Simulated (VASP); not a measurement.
# TaC (Fm-3m) in VASP: single point with PBE

Aim: the single point of TaC with PBE.

Program: VASP 6.6.1. These are calculated values, not measurements. Logs are shortened: lines on timing, memory, paths and dates and some standing lists are left out, and cuts for length are marked.

## 1. The cell of the first run

It takes space group Fm-3m (No. 225, cubic). Conventional cell: a = 4.406 Å, b = 4.406 Å, c = 4.406 Å, α = 90.00°, β = 90.00°, γ = 90.00°. Within 2.9 Å of C (site symmetry m-3m) lie 6 Ta at 2.20 Å. Within 2.9 Å of Ta (site symmetry m-3m) lie 6 C at 2.20 Å.

## 2. Single point, PBE

Input file INCAR:

```
SYSTEM = TaC
  PREC = Accurate
  ENCUT = 600
  EDIFF = 1E-6
  ISMEAR = -1
  SIGMA = 0.0334
  LREAL = .FALSE.
  LASPH = .TRUE.
  NELM = 120
  ALGO = Normal
  ISIF = 2
  LWAVE = .FALSE.
  LCHARG = .FALSE.
  GGA = PE
  NBANDS = 14
  GGA_COMPAT = .FALSE.
```

Input file KPOINTS:

```
Automatic mesh
0
G
  13 13 13
  0 0 0
```

Input file POSCAR:

```
TaC
1.0
    0.0000000000      2.2029680000      2.2029680000
    2.2029680000      0.0000000000      2.2029680000
    2.2029680000      2.2029680000      0.0000000000
C Ta
1 1
Direct
    0.0000000000      0.0000000000      0.0000000000
    0.5000000000      0.5000000000      0.5000000000
```

Potentials or basis: VASP PAW PBE potentials, release 64 (C, Ta_pv).

The run is started by

```
cat potpaw_PBE.64/C/POTCAR potpaw_PBE.64/Ta_pv/POTCAR > POTCAR
mpirun -np 1 vasp_std > vasp.out
```

OUTCAR:

```text
SYSTEM = TaC
   PREC = Accurate
   ENCUT = 600
   EDIFF = 1E-6
   ISMEAR = -1
   LREAL = .FALSE.
   LASPH = .TRUE.
   NELM = 120
   ISIF = 2
   GGA = PE

 ion  position               nearest neighbor table
   1  0.000  0.000  0.000-   2 2.20   2 2.20   2 2.20   2 2.20   2 2.20   2 2.20
   2  0.500  0.500  0.500-   1 2.20   1 2.20   1 2.20   1 2.20   1 2.20   1 2.20

  LATTYP: Found a face centered cubic cell.
 ALAT       =     4.4059360000

  Lattice vectors:

 A1 = (   0.0000000000,   2.2029680000,   2.2029680000)
 A2 = (   2.2029680000,   0.0000000000,   2.2029680000)
 A3 = (   2.2029680000,   2.2029680000,   0.0000000000)

Analysis of symmetry for initial positions (statically):
=====================================================================
 Subroutine PRICEL returns:
 Original cell was already a primitive cell.

 Routine SETGRP: Setting up the symmetry group for a
 face centered cubic supercell.

 Subroutine GETGRP returns: Found 48 space group operations
 (whereof 48 operations were pure point group operations)
 out of a pool of 48 trial point group operations.

The static configuration has the point symmetry O_h .

Analysis of symmetry for dynamics (positions and initial velocities):
=====================================================================
 Subroutine PRICEL returns:
 Original cell was already a primitive cell.

 Routine SETGRP: Setting up the symmetry group for a
 face centered cubic supercell.

 Subroutine GETGRP returns: Found 48 space group operations
 (whereof 48 operations were pure point group operations)
 out of a pool of 48 trial point group operations.

The dynamic configuration has the point symmetry O_h .

 Subroutine INISYM returns: Found 48 space group operations
 (whereof 48 operations are pure point group operations),
 and found     1 'primitive' translations

----------------------------------------------------------------------------------------

                                     Primitive cell

  volume of cell :      21.3823

  direct lattice vectors                    reciprocal lattice vectors
     0.000000000  2.202968000  2.202968000    -0.226966529  0.226966529  0.226966529
     2.202968000  0.000000000  2.202968000     0.226966529 -0.226966529  0.226966529
     2.202968000  2.202968000  0.000000000     0.226966529  0.226966529 -0.226966529

  length of vectors
     3.115467223  3.115467223  3.115467223     0.393117559  0.393117559  0.393117559

  position of ions in fractional coordinates (direct lattice)
     0.000000000  0.000000000  0.000000000
     0.500000000  0.500000000  0.500000000

  ion indices of the primitive-cell ions
   primitive index   ion index
                 1           1
                 2           2

----------------------------------------------------------------------------------------

 KPOINTS: Automatic mesh

Automatic generation of k-mesh.
 Grid dimensions read from file:
 generate k-points for:   13   13   13

 Generating k-lattice:

  Cartesian coordinates                     Fractional coordinates (reciprocal lattice)
    -0.017458964  0.017458964  0.017458964     0.076923077  0.000000000  0.000000000
     0.017458964 -0.017458964  0.017458964     0.000000000  0.076923077  0.000000000
     0.017458964  0.017458964 -0.017458964     0.000000000  0.000000000  0.076923077

  Length of vectors
     0.030239812  0.030239812  0.030239812

  Shift w.r.t. Gamma in fractional coordinates (k-lattice)
     0.000000000  0.000000000  0.000000000

 Subroutine IBZKPT returns following result:
 ===========================================

 Found     84 irreducible k-points:

 Following reciprocal coordinates:
            Coordinates               Weight
  0.000000  0.000000  0.000000      1.000000
  0.076923  0.000000  0.000000      8.000000
  0.153846  0.000000  0.000000      8.000000
  0.230769  0.000000  0.000000      8.000000
  0.307692  0.000000  0.000000      8.000000
  0.384615  0.000000  0.000000      8.000000
[... 16 lines left out ...]
  0.384615  0.153846  0.000000     24.000000
  0.461538  0.153846  0.000000     24.000000
 [... further k-points ...]
   k-points           NKPTS =     84   k-points in BZ     NKDIM =     84   number of bands    NBANDS=     14
   number of dos      NEDOS =    301   number of ions     NIONS =      2
   total plane-waves  NPLWV =  21952
   dimension x,y,z NGX =    28 NGY =   28 NGZ =   28
   dimension x,y,z NGXF=    56 NGYF=   56 NGZF=   56
   ions per type =               1   1
   NGX,Y,Z   is equivalent  to a cutoff of  14.94, 14.94, 14.94 a.u.
   NGXF,Y,Z  is equivalent  to a cutoff of  29.88, 29.88, 29.88 a.u.
 SYSTEM =  TaC
   PREC   = accura    normal or accurate (medium, high low for compatibility)
   ISTART =      0    job   : 0-new  1-cont  2-samecut
   ICHARG =      2    charge: 1-file 2-atom 10-const
   ISPIN  =      1    spin polarized calculation?
   LNONCOLLINEAR =      F non collinear calculations
   LSORBIT =      F    spin-orbit coupling
   LASPH  =      T    aspherical Exc in radial PAW
   ENCUT  =  600.0 eV  44.10 Ry    6.64 a.u.   6.22  6.22  6.22*2*pi/ulx,y,z
   NELM   =    120;   NELMIN=  2; NELMDL= -5     # of ELM steps
   EDIFF  = 0.1E-05   stopping-criterion for ELM
   LREAL  =      F    real-space projection
   EDIFFG = 0.1E-04   stopping-criterion for IOM
   NSW    =      0    number of steps for IOM
   IBRION =     -1    ionic relax: 0-MD 1-quasi-New 2-CG
   NFREE  =      0    steps in history (QN), initial steepest desc. (CG)
   ISIF   =      2    stress and relaxation
   ISYM   =      2    0-nonsym 1-usesym 2-fastsym
   POTIM  = 0.5000    time-step for ionic-motion
   TEBEG  =    0.0;   TEEND  =   0.0 temperature during run
   PSTRESS=    0.0 pullay stress
   NELECT =      15.0000    total number of electrons
   NUPDOWN=      -1.0000    fix difference up-down
   EMIN   =  10.00;   EMAX   =-10.00  energy-range for DOS
   EFERMI =   0.00;   METHOD = LEGACY
   ISMEAR =    -1;   SIGMA  =   0.03  broadening in eV -4-tet -1-fermi 0-gaus
   EFERMI_NEDOS =   21; number of points for ismear=-14 and -15
   IALGO  =     38    algorithm
   IMIX   =      4    mixing-type and parameters
     AMIX     =   0.40;   BMIX     =  1.00
     AMIX_MAG =   1.60;   BMIX_MAG =  1.00
  volume/ion in A,a.u.               =      10.69        72.15
  Fermi-wavevector in a.u.,A,eV,Ry     =   1.454634  2.748860 28.789384  2.115960
  Thomas-Fermi vector in A             =   2.571762
   LORBIT       =      0    0 simple, 1 ext, 2 COOP (PROOUT), +10 PAW based schemes
   GGA     = PE    functional components
   LHFCALC =     F    Hartree Fock is set to
   AEXX    =    0.0000 exact exchange contribution
   IVDW    =     0    specifies the selected vdW correction
   LEPSILON=     F    determine dielectric tensor
   LRPA    =     F    only Hartree local field effects (RPA)
 non-spin polarized calculation
  energy-cutoff  :      600.00
  volume of cell :       21.38
 maximum number of plane-waves:       725
 NGX is ok and might be reduce to    28
   NGX = 13   NGY = 13   NGZ = 13

 number of electron      14.9999999 magnetization

 Free energy of the ion-electron system (eV)
  ---------------------------------------------------
  ext. energy  EPLUGINS =         0.00000000
  ---------------------------------------------------
  free energy    TOTEN  =       -22.15256500 eV

  energy without entropy =      -22.15081084  energy(sigma->0) =      -22.15168792

 E-fermi :   8.7363     XC(G=0): -13.3794

 val. band max:        8.7288428709   @ k =   0.0769   0.0000   0.0000
 cond. band min:       8.8249854615   @ k =  -0.2308   0.0769   0.0000
 fundamental gap:      0.0961425906
 Fermi energy:         8.7363384004

 k-point     1 :       0.0000    0.0000    0.0000
  band No.  band energies     occupation
      1     -26.2335      2.00000
      2     -26.2335      2.00000
      3     -26.2335      2.00000
      4      -6.3149      2.00000
      5       7.3407      2.00000
      6       7.3407      2.00000
      7       7.3407      2.00000
      8       8.2400      2.00000
      9       8.2400      2.00000
     10       8.2400      2.00000
     11       9.4296      0.00000
     12       9.4296      0.00000
     13      15.7166      0.00000
     14      18.8235      0.00000

 k-point     2 :       0.0769    0.0000    0.0000
  band No.  band energies     occupation
      1     -26.2831      2.00000
      2     -26.2384      2.00000
      3     -26.2384      2.00000
      4      -6.1391      2.00000
      5       6.5017      2.00000
      6       6.9045      2.00000
      7       6.9045      2.00000
      8       7.8520      2.00000
      9       7.8520      2.00000
     10       8.7288      1.11174
     11      10.6008      0.00000
     12      10.6008      0.00000
     13      16.0355      0.00000
     14      19.2657      0.00000

 k-point     3 :       0.1538    0.0000    0.0000
  band No.  band energies     occupation
      1     -26.4182      2.00000
      2     -26.2518      2.00000
      3     -26.2518      2.00000
      4      -5.6337      2.00000
      5       5.1501      2.00000
      6       5.7546      2.00000
      7       5.7546      2.00000
      8       8.2336      2.00000
      9       8.2336      2.00000
     10       9.2260      0.00000
     11      12.3835      0.00000
     12      12.3835      0.00000
     13      16.8101      0.00000
     14      20.4350      0.00000

 k-point     4 :       0.2308    0.0000    0.0000
  band No.  band energies     occupation
      1     -26.6031      2.00000
      2     -26.2706      2.00000
      3     -26.2706      2.00000
      4      -4.8585      2.00000
      5       3.7292      2.00000
      6       4.7212      2.00000
      7       4.7212      2.00000
      8       8.9656      0.00209
      9       8.9656      0.00209
     10       9.6824      0.00000
     11      14.2796      0.00000
     12      14.2796      0.00000
     13      17.5633      0.00000
     14      21.7231      0.00000

 k-point     5 :       0.3077    0.0000    0.0000
  band No.  band energies     occupation
      1     -26.7930      2.00000
      2     -26.2905      2.00000
      3     -26.2905      2.00000
      4      -3.8962      2.00000
      5       2.3538      2.00000
      6       3.9200      2.00000
      7       3.9200      2.00000
      8       9.8969      0.00000
      9       9.8969      0.00000
     10      10.3012      0.00000
     11      16.1438      0.00000
[... 276 lines left out ...]
 k-point    22 :       0.3077    0.1538    0.0000
  band No.  band energies     occupation
      1     -26.6808      2.00000
      2     -26.3476      2.00000
      3     -26.3383      2.00000
      4      -4.2640      2.00000
      5       2.5418      2.00000
      6       4.4171      2.00000
      7       5.1903      2.00000
      8       7.5176      2.00000
      9      10.6108      0.00000
     10      11.4532      0.00000
     11      13.2338      0.00000
     12      15.5587      0.00000
     13      19.2393      0.00000
     14      21.8306      0.00000

 k-point    23 :       0.3846    0.1538    0.0000
  band No.  band energies     occupation
      1     -26.8292      2.00000
      2     -26.3713      2.00000
      3     -26.3625      2.00000
      4      -3.4770      2.00000
      5       1.7699      2.00000
      6       3.7572      2.00000
      7       4.4463      2.00000
      8       8.2845      2.00000
      9      11.4057      0.00000
     10      12.0423      0.00000
     11      14.7915      0.00000
     12      16.4892      0.00000
     13      19.1158      0.00000
     14      21.7756      0.00000

 k-point    24 :       0.4615    0.1538    0.0000
  band No.  band energies     occupation
      1     -26.9353      2.00000
      2     -26.4072      2.00000
      3     -26.3646      2.00000
      4      -2.7198      2.00000
      5       1.0321      2.00000
      6       3.4237      2.00000
      7       3.8618      2.00000
      8       9.2337      0.00000
      9      11.8642      0.00000
     10      12.5168      0.00000
     11      16.2007      0.00000
     12      16.3374      0.00000
     13      19.2253      0.00000
     14      21.4335      0.00000

 [... further k-points ...]

------------------------ aborting loop because EDIFF is reached ----------------------------------------

  FORCE on cell =-STRESS in cart. coord.  units (eV):
  Direction    XX          YY          ZZ          XY          YZ          ZX
  --------------------------------------------------------------------------------------
  -------------------------------------------------------------------------------------
  Total        2.3412495      2.3412495      2.3412495      0.0000000      0.0000000      0.0000000
  in kB      175.4299443    175.4299443    175.4299443      0.0000000      0.0000000      0.0000000
  external PRESSURE =     175.4299443 kB  Pullay stress =       0.0000000 kB

 VOLUME and BASIS-vectors are now :
 -----------------------------------------------------------------------------
  energy-cutoff  :      600.00
  volume of cell :       21.38
      direct lattice vectors                 reciprocal lattice vectors
     0.000000000  2.202968000  2.202968000    -0.226966529  0.226966529  0.226966529
     2.202968000  0.000000000  2.202968000     0.226966529 -0.226966529  0.226966529
     2.202968000  2.202968000  0.000000000     0.226966529  0.226966529 -0.226966529

 POSITION                                       TOTAL-FORCE (eV/Angst)
 -----------------------------------------------------------------------------------
      0.00000      0.00000      0.00000         0.000000     -0.000000      0.000000
      2.20297      2.20297      2.20297        -0.000000      0.000000     -0.000000
 -----------------------------------------------------------------------------------
    total drift:                                0.000000      0.000000      0.000000

  FREE ENERGIE OF THE ION-ELECTRON SYSTEM (eV)
  ---------------------------------------------------
  free  energy   TOTEN  =       -22.1525649978 eV

  energy  without entropy=      -22.1508108381  energy(sigma->0) =      -22.15168792
```

It took 57 s on 1 thread of Intel Xeon 8259CL, shared host; peak memory 0.18 GiB.

Results:

```
Free energy            : -22.1526 eV
Pressure               : 17.5 GPa
Band gap on the k mesh : zero (an odd number of electrons rules out a gap without spin polarisation)
```

Levels at points of the mesh, in eV from the Fermi level:
| k point | band 4 | band 5 | band 6 | band 7 | band 8 | band 9 | band 10 | band 11 | band 12 | band 13 |
| --- | --- | --- | --- | --- | --- | --- | --- | --- | --- | --- |
| (0.00, 0.00, 0.00) | -15.05 | -1.40 | -1.40 | -1.40 | -0.50 | -0.50 | -0.50 | 0.69 | 0.69 | 6.98 |

Caveat: the cell stands under pressure; spin-orbit coupling is left out, which moves the levels of the heavy elements.
